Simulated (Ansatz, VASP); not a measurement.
# P: VASP beside Ansatz

```
P
1.0
     4.82797   -4.29247    0.00000
     4.82797    4.29247    0.00000
    -0.02372    0.00000    5.58062
P
8
Direct
  0.84325 0.84325 0.25102
  0.15675 0.15675 0.74898
  0.71498 0.71498 0.57198
  0.28502 0.28502 0.42802
  0.52034 0.77449 0.25349
  0.22551 0.47966 0.74651
  0.47966 0.22551 0.74651
  0.77449 0.52034 0.25349
```

Alike in both runs: task relaxation of cell and atoms; functional PBE; k mesh 4 × 4 × 4; occupations gaussian, width 0.1 eV; no spin polarisation.

|  | VASP | Ansatz |
| --- | --- | --- |
| version | VASP 6.6.1 | Ansatz 0.2.0 |
| potentials or method | VASP PAW PBE potentials, release 64 (P), cutoff 600 eV | scalar-relativistic, plane waves, PAW |
| valence electrons in the cell | 40 | 40 |

```tsv
	VASP	Ansatz	Ansatz less VASP
gap on the k mesh at the Fermi level, each at its own relaxed structure (eV)	3.52	3.42	-0.105
relaxed volume (Å³/atom)	34.05	33.00	-1.050
relaxed cell length with the largest relative difference (Å)	5.901	5.835	-0.0657
```

Noted on VASP's run: the volume moved by over 15 % at a fixed basis, so the end points are rough.
